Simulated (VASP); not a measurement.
# NbAs (I4_1md) in VASP: relaxation of cell and atoms with LDA

Aim: the relaxation of cell and atoms of NbAs with LDA.

Program: VASP 6.6.1. These are calculated values, not measurements. Logs are shortened: lines on timing, memory, paths and dates and some standing lists are left out, and cuts for length are marked.

**1. The cell of the first run**

The structure is tetragonal, space group I4_1md (No. 109). Conventional cell: a = 3.452 Å, b = 3.452 Å, c = 11.680 Å, α = 90.00°, β = 90.00°, γ = 90.00°. Nb (site symmetry 2mm) has 6 As at 2.60 to 2.63 Å and 8 Nb at 3.39 to 3.45 Å within 3.5 Å. Within 3.5 Å of As (site symmetry 2mm) lie 6 Nb at 2.60 to 2.63 Å and 8 As at 3.39 to 3.45 Å.

**2. Relaxation of cell and atoms, LDA**

INCAR reads:

```
SYSTEM = NbAs
PREC = Accurate
ENCUT = 600
EDIFF = 1E-6
ISMEAR = -1
SIGMA = 0.1
LREAL = .FALSE.
LASPH = .TRUE.
NELM = 80
ALGO = Normal
ISIF = 3
LWAVE = .FALSE.
LCHARG = .FALSE.
GGA = CA
IBRION = 2
NSW = 80
EDIFFG = -0.01
```

KPOINTS reads:

```
Automatic mesh
0
G
  9 9 9
  0 0 0
```

POSCAR reads:

```
NbAs
1.0
   -1.7258500000      1.7258500000      5.8400000000
    1.7258500000     -1.7258500000      5.8400000000
    1.7258500000      1.7258500000     -5.8400000000
Nb As
2 2
Direct
    0.0000000000      0.0000000000      0.0000000000
    0.7500000000      0.2500000000      0.5000000000
    0.4160000000      0.4160000000      0.0000000000
    0.1660000000      0.6660000000      0.5000000000
```

Potentials or basis: VASP PAW LDA potentials, release 64 (Nb_sv, As).

Started as:

```
cat potpaw_LDA.64/Nb_sv/POTCAR potpaw_LDA.64/As/POTCAR > POTCAR
mpirun -np 1 vasp_std > vasp.out
```

OUTCAR:

```text
SYSTEM = NbAs
   PREC = Accurate
   ENCUT = 600
   EDIFF = 1E-6
   ISMEAR = -1
   LREAL = .FALSE.
   LASPH = .TRUE.
   NELM = 80
   ISIF = 3
   GGA = CA
   IBRION = 2
   NSW = 80
   EDIFFG = -0.01

 ion  position               nearest neighbor table
   1  0.000  0.000  0.000-   4 2.60   4 2.60   3 2.63   3 2.63   3 2.63   3 2.63
   2  0.750  0.250  0.500-   3 2.60   3 2.60   4 2.63   4 2.63   4 2.63   4 2.63
   3  0.416  0.416  0.000-   2 2.60   2 2.60   1 2.63   1 2.63   1 2.63   1 2.63
   4  0.166  0.666  0.500-   1 2.60   1 2.60   2 2.63   2 2.63   2 2.63   2 2.63

  LATTYP: Found a body centered tetragonal cell.
 ALAT       =     3.4517000000
 C/A-ratio  =     3.3838398470

  Lattice vectors:

 A1 = (  -1.7258500000,   1.7258500000,   5.8400000000)
 A2 = (   1.7258500000,  -1.7258500000,   5.8400000000)
 A3 = (   1.7258500000,   1.7258500000,  -5.8400000000)

Analysis of symmetry for initial positions (statically):
=====================================================================
 Subroutine PRICEL returns:
 Original cell was already a primitive cell.

 Routine SETGRP: Setting up the symmetry group for a
 body centered tetragonal supercell.

 Subroutine GETGRP returns: Found  8 space group operations
 (whereof  4 operations were pure point group operations)
 out of a pool of 16 trial point group operations.

The static configuration has the point symmetry C_2v.
 The point group associated with its full space group is C_4v.

Analysis of symmetry for dynamics (positions and initial velocities):
=====================================================================
 Subroutine PRICEL returns:
 Original cell was already a primitive cell.

 Routine SETGRP: Setting up the symmetry group for a
 body centered tetragonal supercell.

 Subroutine GETGRP returns: Found  8 space group operations
 (whereof  4 operations were pure point group operations)
 out of a pool of 16 trial point group operations.

The dynamic configuration has the point symmetry C_2v.
 The point group associated with its full space group is C_4v.

 Subroutine INISYM returns: Found  8 space group operations
 (whereof  4 operations are pure point group operations),
 and found     1 'primitive' translations

----------------------------------------------------------------------------------------

                                     Primitive cell

  volume of cell :      69.5791

  direct lattice vectors                    reciprocal lattice vectors
    -1.725850000  1.725850000  5.840000000     0.000000000  0.289712316  0.085616438
     1.725850000 -1.725850000  5.840000000     0.289712316  0.000000000  0.085616438
     1.725850000  1.725850000 -5.840000000     0.289712316  0.289712316  0.000000000

  length of vectors
     6.329511549  6.329511549  6.329511549     0.302098329  0.302098329  0.409715086

  position of ions in fractional coordinates (direct lattice)
     0.000000000  0.000000000  0.000000000
     0.750000000  0.250000000  0.500000000
     0.416000000  0.416000000  0.000000000
     0.166000000  0.666000000  0.500000000

  ion indices of the primitive-cell ions
   primitive index   ion index
                 1           1
                 2           2
                 3           3
                 4           4

----------------------------------------------------------------------------------------

 KPOINTS: Automatic mesh

Automatic generation of k-mesh.
 Grid dimensions read from file:
 generate k-points for:    9    9    9

 Generating k-lattice:

  Cartesian coordinates                     Fractional coordinates (reciprocal lattice)
     0.000000000  0.032190257  0.009512938     0.111111111 -0.000000000  0.000000000
     0.032190257  0.000000000  0.009512938    -0.000000000  0.111111111  0.000000000
     0.032190257  0.032190257  0.000000000     0.000000000  0.000000000  0.111111111

  Length of vectors
     0.033566481  0.033566481  0.045523898

  Shift w.r.t. Gamma in fractional coordinates (k-lattice)
     0.000000000  0.000000000  0.000000000

 Subroutine IBZKPT returns following result:
 ===========================================

 Found     75 irreducible k-points:

 Following reciprocal coordinates:
            Coordinates               Weight
  0.000000  0.000000  0.000000      1.000000
  0.111111  0.000000 -0.000000      8.000000
  0.222222  0.000000 -0.000000      8.000000
  0.333333  0.000000 -0.000000      8.000000
  0.444444  0.000000 -0.000000      8.000000
  0.111111  0.111111 -0.000000      8.000000
[... 16 lines left out ...]
 -0.333333  0.333333  0.000000      4.000000
  0.444444  0.444444 -0.000000      8.000000
 [... further k-points ...]
   k-points           NKPTS =     75   k-points in BZ     NKDIM =     75   number of bands    NBANDS=     22
   number of dos      NEDOS =    301   number of ions     NIONS =      4
   total plane-waves  NPLWV = 157464
   dimension x,y,z NGX =    54 NGY =   54 NGZ =   54
   dimension x,y,z NGXF=   108 NGYF=  108 NGZF=  108
   ions per type =               2   2
   NGX,Y,Z   is equivalent  to a cutoff of  14.18, 14.18, 14.18 a.u.
   NGXF,Y,Z  is equivalent  to a cutoff of  28.37, 28.37, 28.37 a.u.
 SYSTEM =  NbAs
   PREC   = accura    normal or accurate (medium, high low for compatibility)
   ISTART =      0    job   : 0-new  1-cont  2-samecut
   ICHARG =      2    charge: 1-file 2-atom 10-const
   ISPIN  =      1    spin polarized calculation?
   LNONCOLLINEAR =      F non collinear calculations
   LSORBIT =      F    spin-orbit coupling
   LASPH  =      T    aspherical Exc in radial PAW
   ENCUT  =  600.0 eV  44.10 Ry    6.64 a.u.  12.64 12.64 12.64*2*pi/ulx,y,z
   NELM   =     80;   NELMIN=  2; NELMDL= -5     # of ELM steps
   EDIFF  = 0.1E-05   stopping-criterion for ELM
   LREAL  =      F    real-space projection
   EDIFFG = -.1E-01   stopping-criterion for IOM
   NSW    =     80    number of steps for IOM
   IBRION =      2    ionic relax: 0-MD 1-quasi-New 2-CG
   NFREE  =      1    steps in history (QN), initial steepest desc. (CG)
   ISIF   =      3    stress and relaxation
   ISYM   =      2    0-nonsym 1-usesym 2-fastsym
   POTIM  = 0.5000    time-step for ionic-motion
   TEBEG  =    0.0;   TEEND  =   0.0 temperature during run
   PSTRESS=    0.0 pullay stress
   NELECT =      36.0000    total number of electrons
   NUPDOWN=      -1.0000    fix difference up-down
   EMIN   =  10.00;   EMAX   =-10.00  energy-range for DOS
   EFERMI =   0.00;   METHOD = LEGACY
   ISMEAR =    -1;   SIGMA  =   0.10  broadening in eV -4-tet -1-fermi 0-gaus
   EFERMI_NEDOS =   21; number of points for ismear=-14 and -15
   IALGO  =     38    algorithm
   IMIX   =      4    mixing-type and parameters
     AMIX     =   0.40;   BMIX     =  1.00
     AMIX_MAG =   1.60;   BMIX_MAG =  1.00
  volume/ion in A,a.u.               =      17.39       117.39
  Fermi-wavevector in a.u.,A,eV,Ry     =   1.314264  2.483599 23.501213  1.727290
  Thomas-Fermi vector in A             =   2.444529
   LORBIT       =      0    0 simple, 1 ext, 2 COOP (PROOUT), +10 PAW based schemes
   GGA     = CA    functional components
   LHFCALC =     F    Hartree Fock is set to
   AEXX    =    0.0000 exact exchange contribution
   IVDW    =     0    specifies the selected vdW correction
   LEPSILON=     F    determine dielectric tensor
   LRPA    =     F    only Hartree local field effects (RPA)
 conjugate gradient relaxation of ions
 non-spin polarized calculation
  energy-cutoff  :      600.00
  volume of cell :       69.58
 maximum number of plane-waves:      2338
 NGX is ok and might be reduce to    54
   NGX = 25   NGY = 25   NGZ = 25

--------------------------------------- Ionic step        1  -------------------------------------------

 number of electron      35.9999999 magnetization

 Free energy of the ion-electron system (eV)
  ---------------------------------------------------
  ext. energy  EPLUGINS =         0.00000000
  ---------------------------------------------------
  free energy    TOTEN  =       -36.34326636 eV

  energy without entropy =      -36.30990332  energy(sigma->0) =      -36.32658484

------------------------ aborting loop because EDIFF is reached ----------------------------------------

  FORCE on cell =-STRESS in cart. coord.  units (eV):
  Direction    XX          YY          ZZ          XY          YZ          ZX
  --------------------------------------------------------------------------------------
  -------------------------------------------------------------------------------------
  Total       -2.4677153     -2.4677153     -1.8032990      0.0000000      0.0000000      0.0000000
  in kB      -56.8233324    -56.8233324    -41.5240207      0.0000000      0.0000000      0.0000000
  external PRESSURE =     -51.7235619 kB  Pullay stress =       0.0000000 kB
[... 23 lines left out ...]
  energy  without entropy=      -36.3099033227  energy(sigma->0) =      -36.32658484

--------------------------------------- Ionic step        2  -------------------------------------------

 number of electron      36.0000000 magnetization

 E-fermi :  10.6452     XC(G=0): -12.4184

 val. band max:       10.6116571472   @ k =  -0.1111  -0.4444   0.1111
 cond. band min:      10.6773811857   @ k =  -0.2222   0.2222   0.0000
 fundamental gap:      0.0657240385
 Fermi energy:        10.6452040534

 k-point     1 :       0.0000    0.0000    0.0000
  band No.  band energies     occupation
      1     -43.9637      2.00000
      2     -43.9216      2.00000
      3     -20.4640      2.00000
      4     -20.2640      2.00000
      5     -20.2640      2.00000
      6     -20.0915      2.00000
[... 660 lines left out ...]
  FREE ENERGIE OF THE ION-ELECTRON SYSTEM (eV)
  ---------------------------------------------------
  free  energy   TOTEN  =       -36.3814230713 eV

  energy  without entropy=      -36.3496023464  energy(sigma->0) =      -36.36551271

[... ionic steps 4 to 7 ...]

--------------------------------------- Ionic step        8  -------------------------------------------

 number of electron      36.0000000 magnetization

------------------------ aborting loop because EDIFF is reached ----------------------------------------

  FORCE on cell =-STRESS in cart. coord.  units (eV):
  Direction    XX          YY          ZZ          XY          YZ          ZX
  --------------------------------------------------------------------------------------
  -------------------------------------------------------------------------------------
  Total       -0.0538418     -0.0538418     -0.0540093      0.0000000      0.0000000      0.0000000
  in kB       -1.2769810     -1.2769810     -1.2809548      0.0000000      0.0000000      0.0000000
  external PRESSURE =      -1.2783056 kB  Pullay stress =       0.0000000 kB
[... 61 lines left out ...]
  energy  without entropy=      -36.3531232338  energy(sigma->0) =      -36.36900495

--------------------------------------- Ionic step       10  -------------------------------------------

 number of electron      36.0000000 magnetization

 Free energy of the ion-electron system (eV)
  ---------------------------------------------------
  ext. energy  EPLUGINS =         0.00000000
  ---------------------------------------------------
  free energy    TOTEN  =       -36.38493830 eV

  energy without entropy =      -36.35313021  energy(sigma->0) =      -36.36903426

 E-fermi :   9.9424     XC(G=0): -12.1647

 val. band max:        9.9044013592   @ k =  -0.1111  -0.4444   0.1111
 cond. band min:      10.0015181691   @ k =  -0.3333   0.4444   0.3333
 fundamental gap:      0.0971168100
 Fermi energy:         9.9424284470

 k-point     1 :       0.0000    0.0000    0.0000
  band No.  band energies     occupation
      1     -44.7764      2.00000
      2     -44.7420      2.00000
      3     -21.1987      2.00000
      4     -21.0658      2.00000
      5     -21.0658      2.00000
      6     -20.9026      2.00000
[... 622 lines left out ...]
  FREE ENERGIE OF THE ION-ELECTRON SYSTEM (eV)
  ---------------------------------------------------
  free  energy   TOTEN  =       -36.3849382996 eV

  energy  without entropy=      -36.3531302117  energy(sigma->0) =      -36.36903426

 reached required accuracy - stopping structural energy minimisation
```

Run time: 50 min. Hardware: 1 thread of Oxide Virtual Turin-like, shared host; peak memory 0.35 GiB.

What came out:

| Item | Value |
| --- | --- |
| Free energy | -36.3849 eV |
| Relaxed volume | 16.88 Å³/atom |
| Relaxed cell | a = 6.257 Å, b = 6.257 Å, c = 6.257 Å, α = 148.28°, β = 148.28°, γ = 45.47° |
| Space group after relaxing (to 0.1 Å) | I4_1md (No. 109) |
| Energy gained by relaxing | 10.4 meV/atom |
| Ionic steps | 10 |
| Pressure after relaxing | 0.0 GPa |

Step by step:
```csv
step,energy change (eV),largest force (eV/Å),pressure (GPa),volume (Å³)
1,0.0000,0.2737,-5.17,69.58
2,0.0782,0.0378,11.21,64.07
3,-0.0382,0.1813,0.15,67.51
4,-0.0382,0.1791,0.27,67.47
5,-0.0410,0.0042,-0.01,67.55
6,-0.0410,0.0010,-0.01,67.55
7,-0.0416,0.0014,-0.09,67.55
8,-0.0417,0.0035,-0.13,67.55
9,-0.0416,0.0003,0.21,67.43
10,-0.0417,0.0017,0.01,67.50
```

Final structure:
```cif
data_structure
_symmetry_space_group_name_H-M 'P 1'
_symmetry_Int_Tables_number 1
_cell_length_a 6.2572
_cell_length_b 6.2572
_cell_length_c 6.2572
_cell_angle_alpha 148.279
_cell_angle_beta 148.279
_cell_angle_gamma 45.473
_cell_volume 67.50
loop_
_atom_site_label
_atom_site_type_symbol
_atom_site_fract_x
_atom_site_fract_y
_atom_site_fract_z
_atom_site_occupancy
Nb1 Nb 0.99877 0.99877 0.00000 1
Nb2 Nb 0.74877 0.24877 0.50000 1
As1 As 0.41723 0.41723 0.00000 1
As2 As 0.16723 0.66723 0.50000 1
```

Levels at points of the mesh, in eV from the Fermi level:
```tsv
k point	band 16	band 17	band 18	band 19	band 20	band 21
(0.00, 0.00, 0.00)	-1.74	-1.38	-1.38	0.73	1.33	2.57
```

LDA usually gives volumes a few per cent too small. Zero-point motion and thermal expansion aren't in these numbers.
